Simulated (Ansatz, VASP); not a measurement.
**One calculation of Pt, two programs**

```
Pt
1.0
     2.62495    0.00000    0.00000
     0.00000    2.62495    0.00000
     0.00000    0.00000    2.62495
Pt
1
Direct
  0.00000 0.00000 0.00000
```

Alike in both runs: task single point; functional PBE; k mesh 12 × 12 × 12; occupations fermi-dirac, width 0.08 eV; no spin polarisation.

```csv
,VASP,Ansatz
version,VASP 6.6.1,Ansatz 0.2.0
potentials or method,"VASP PAW PBE potentials, release 64 (Pt), cutoff 500 eV","all-electron LAPW, non-relativistic"
```

```tsv
	VASP	Ansatz	Ansatz less VASP
pressure (GPa)	-0.5	26.6	+27.04
```

One of these differences is far larger than is usual between the two programs; its cause wasn't traced. Ansatz ran all-electron here, and VASP with PAW potentials.

Neither program's run includes spin-orbit coupling.
